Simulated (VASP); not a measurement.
# LiF (P6_3mc) in VASP: further runs, part 2 of 2

VASP 6.6.1. Earlier steps stand in the parts before.

## 3. Single point, LDA

This run uses another cell than the first one, of the same volume but with other edges.

INCAR reads:

```
PREC = Accurate ; ENCUT = 520
EDIFF = 1E-6 ; ISMEAR = 0
SIGMA = 0.05 ; LREAL = F
LASPH = T ; NELM = 80
ALGO = Normal ; ISIF = 2
LWAVE = F ; LCHARG = T
GGA = CA ; LELF = T
LVHAR = T ; NBANDS = 18
```

KPOINTS reads:

```
regular mesh
0
Gamma
  9 9 6
```

POSCAR reads:

```
LiF
1.0
    3.0976209951      0.0000000000      0.0000000000
   -1.5488104975      2.6826184730      0.0000000000
    0.0000000000      0.0000000000      4.4580961361
Li F
2 2
Direct
    0.3333333333      0.6666666667      0.4307693551
    0.6666666667      0.3333333333      0.9307693551
    0.3333333333      0.6666666667      0.9910195924
    0.6666666667      0.3333333333      0.4910195924
```

Potentials or basis: VASP PAW LDA potentials, release 64 (Li_sv, F).

On the command line:

```
> cat potpaw_LDA.64/Li_sv/POTCAR potpaw_LDA.64/F/POTCAR > POTCAR
> mpirun -np 1 vasp_std > vasp.out
```

Run time: 8.9 s. Hardware: 1 thread of Intel Xeon 6975P-C (Granite Rapids), shared host; peak memory 0.14 GiB.

It converged, with:

- Free energy: -20.7846 eV
- Largest force: 0.164 eV/Å
- Band gap on the k mesh: 7.56 eV

Forces in eV/Å, atoms in the order of the input:
```
Li   0.000  0.000 -0.164
Li   0.000  0.000 -0.164
F    0.000  0.000  0.164
F    0.000  0.000  0.164
```

Levels at points of the mesh, in eV from the valence-band top:
```
           k point  band 8  band 9  band 10  band 11  band 12  band 13
(0.00, 0.00, 0.00)   -0.57   -0.57     0.00     7.56    12.57    15.66
(0.00, 0.00, 0.50)   -0.81   -0.81    -0.81     9.59     9.59    17.77
```

Caveat: the cell differs from its parent crystal (atoms shifted along a free coordinate, c/a of the conventional cell at fixed volume 1.4392); the cutoff is under 1.25 times the usual one of these potentials, so pressure, stress and relaxed cells hold a basis-set (Pulay) error; an odd mesh through Γ misses points on the zone boundary, where band edges can lie.

## 4. Single point, LDA

INCAR reads:

```
ALGO = Normal
EDIFF = 1E-7
ENCUT = 520
GGA = CA
ISIF = 2
ISMEAR = 0
LASPH = T
LCHARG = T
LELF = T
LREAL = F
LVHAR = T
LWAVE = F
NBANDS = 18
NELM = 60
PREC = Accurate
SIGMA = 0.05
```

KPOINTS reads:

```
k-points
0
Gamma
  9 9 6
```

POSCAR reads:

```
LiF
1.0
    3.0464146835      0.0000000000      0.0000000000
   -1.5232073417      2.6382725064      0.0000000000
    0.0000000000      0.0000000000      4.6092254161
Li F
2 2
Direct
    0.3333333333      0.6666666667      0.4214111656
    0.6666666667      0.3333333333      0.9214111656
    0.3333333333      0.6666666667      0.9910195924
    0.6666666667      0.3333333333      0.4910195924
```

Potentials or basis: VASP PAW LDA potentials, release 64 (Li_sv, F).

On the command line:

```
> cat potpaw_LDA.64/Li_sv/POTCAR potpaw_LDA.64/F/POTCAR > POTCAR
> mpirun -np 1 vasp_std > vasp.out
```

OUTCAR:

```text
EDIFF = 1E-7
   ENCUT = 520
   GGA = CA
   ISIF = 2
   ISMEAR = 0
   LASPH = T
   LREAL = F
   NELM = 60
   PREC = Accurate

 ion  position               nearest neighbor table
   1  0.333  0.667  0.421-   4 1.79   4 1.79   4 1.79   3 1.98
   2  0.667  0.333  0.921-   3 1.79   3 1.79   3 1.79   4 1.98
   3  0.333  0.667  0.991-   2 1.79   2 1.79   2 1.79   1 1.98
   4  0.667  0.333  0.491-   1 1.79   1 1.79   1 1.79   2 1.98

[... 705 lines left out ...]

  FORCE on cell =-STRESS in cart. coord.  units (eV):
  Direction    XX          YY          ZZ          XY          YZ          ZX
  --------------------------------------------------------------------------------------
  -------------------------------------------------------------------------------------
  Total        0.4928510      0.4928510     -1.0573922      0.0000000     -0.0000000      0.0000000
  in kB       21.3152091     21.3152091    -45.7309339      0.0000000     -0.0000000      0.0000000
  external PRESSURE =      -1.0335052 kB  Pullay stress =       0.0000000 kB

 VOLUME and BASIS-vectors are now :
 -----------------------------------------------------------------------------
  energy-cutoff  :      520.00
  volume of cell :       37.05
      direct lattice vectors                 reciprocal lattice vectors
     3.046414684  0.000000000  0.000000000     0.328254720  0.189517951  0.000000000
    -1.523207342  2.638272506  0.000000000     0.000000000  0.379035902  0.000000000
     0.000000000  0.000000000  4.609225416     0.000000000  0.000000000  0.216956193

 POSITION                                       TOTAL-FORCE (eV/Angst)
 -----------------------------------------------------------------------------------
     -0.00000      1.75885      1.94238         0.000000     -0.000000     -0.268182
      1.52321      0.87942      4.24699         0.000000      0.000000     -0.268182
     -0.00000      1.75885      4.56783         0.000000     -0.000000      0.268182
      1.52321      0.87942      2.26322        -0.000000      0.000000      0.268182
 -----------------------------------------------------------------------------------
    total drift:                                0.000000      0.000000     -0.002375

  FREE ENERGIE OF THE ION-ELECTRON SYSTEM (eV)
  ---------------------------------------------------
  free  energy   TOTEN  =       -20.7591277134 eV

  energy  without entropy=      -20.7591277134  energy(sigma->0) =      -20.75912771
```

Wall time 9.6 s (1 thread of Intel Xeon 6975P-C (Granite Rapids), shared host); peak memory 0.14 GiB.

What came out:

```yaml
Free_energy: -20.7591 eV
Largest_force: 0.268 eV/Å
Band_gap_on_the_k_mesh: 7.63 eV
```

Forces in eV/Å, atoms in the order of the input:
```
Li   0.000  0.000 -0.268
Li   0.000  0.000 -0.268
F    0.000  0.000  0.268
F    0.000  0.000  0.268
```

Levels at points of the mesh, in eV from the valence-band top:
| k point | band 7 | band 8 | band 9 | band 10 | band 11 | band 12 | band 13 | band 14 |
| --- | --- | --- | --- | --- | --- | --- | --- | --- |
| (0.00, 0.00, 0.00) | -0.90 | -0.50 | -0.50 | 0.00 | 7.63 | 12.24 | 15.58 | 18.00 |
| (0.00, 0.00, 0.50) | -0.70 | -0.70 | -0.70 | -0.70 | 9.54 | 9.54 | 17.64 | 17.64 |

Caveat: the cell differs from its parent crystal (atoms shifted along a free coordinate, c/a of the conventional cell at fixed volume 1.5130); the cutoff is under 1.25 times the usual one of these potentials, so pressure, stress and relaxed cells hold a basis-set (Pulay) error; an odd mesh through Γ misses points on the zone boundary, where band edges can lie.

## 5. Single point, LDA (9.26 Å³/atom, c/a of the conventional cell at fixed volume 1.5868)

INCAR reads:

```
ALGO = Normal ; EDIFF = 1E-6
ENCUT = 520 ; GGA = CA
ISIF = 2 ; ISMEAR = 0
LASPH = T ; LCHARG = T
LELF = T ; LREAL = F
LVHAR = T ; LWAVE = F
NBANDS = 18 ; NELM = 100
PREC = Accurate ; SIGMA = 0.05
```

KPOINTS is that of step 4.

POSCAR reads:

```
LiF
1.0
    2.9984347243      0.0000000000      0.0000000000
   -1.4992173621      2.5967206428      0.0000000000
    0.0000000000      0.0000000000      4.7579162205
Li F
2 2
Direct
    0.3333333333      0.6666666667      0.3746202181
    0.6666666667      0.3333333333      0.8746202181
    0.3333333333      0.6666666667      0.9910195924
    0.6666666667      0.3333333333      0.4910195924
```

On the command line:

```
> cat potpaw_LDA.64/Li_sv/POTCAR potpaw_LDA.64/F/POTCAR > POTCAR
> mpirun -np 1 vasp_std > vasp.out
```

It took 8.6 s on 1 thread of Intel Xeon 6975P-C (Granite Rapids), shared host; peak memory 0.14 GiB.

The run converged. Its results:

```
Free energy            : -20.8074 eV
Largest force          : 0.016 eV/Å
Band gap on the k mesh : 7.91 eV
```

Forces in eV/Å, atoms in the order of the input:
```
Li   0.000  0.000  0.016
Li   0.000  0.000  0.016
F    0.000  0.000 -0.016
F    0.000  0.000 -0.016
```

Levels at points of the mesh, in eV from the valence-band top:
| k point | band 7 | band 8 | band 9 | band 10 | band 11 | band 12 | band 13 | band 14 |
| --- | --- | --- | --- | --- | --- | --- | --- | --- |
| (0.00, 0.00, 0.00) | -0.46 | -0.11 | -0.11 | 0.00 | 7.91 | 12.12 | 15.60 | 18.78 |
| (0.00, 0.00, 0.50) | -0.29 | -0.29 | -0.29 | -0.29 | 9.60 | 9.60 | 17.78 | 17.78 |

Caveat: the cell differs from its parent crystal (c/a of the conventional cell at fixed volume 1.5868); the cutoff is under 1.25 times the usual one of these potentials, so pressure, stress and relaxed cells hold a basis-set (Pulay) error; an odd mesh through Γ misses points on the zone boundary, where band edges can lie.

## 6. Overview

| cell | gap on the mesh (eV) | largest force (eV/Å) |
| --- | --- | --- |
| a = 3.063, b = 3.063, c = 4.559 Å, angles 90.0, 90.0, 120.0°, 4 atoms, atomic positions A | 7.58 | 0.25 |
| a = 3.098, b = 3.098, c = 4.458 Å, angles 90.0, 90.0, 120.0°, 4 atoms, atomic positions A | 7.56 | 0.16 |
| a = 3.046, b = 3.046, c = 4.609 Å, angles 90.0, 90.0, 120.0°, 4 atoms, atomic positions B | 7.63 | 0.27 |
| a = 2.998, b = 2.998, c = 4.758 Å, angles 90.0, 90.0, 120.0°, 4 atoms, atomic positions C | 7.91 | 0.02 |

Alike in all rows: task single point; level LDA; potentials or basis VASP PAW LDA potentials, release 64 (Li_sv, F); no spin polarisation; k mesh 9 × 9 × 6; cutoff (eV) 520; smearing gaussian 0.05 eV.

Caveats: the cutoff is under 1.25 times the usual one of these potentials, so pressure, stress and relaxed cells hold a basis-set (Pulay) error; an odd mesh through Γ misses points on the zone boundary, where band edges can lie.

Total energies depend on the potentials used, so only differences within one code and one set of settings carry meaning.
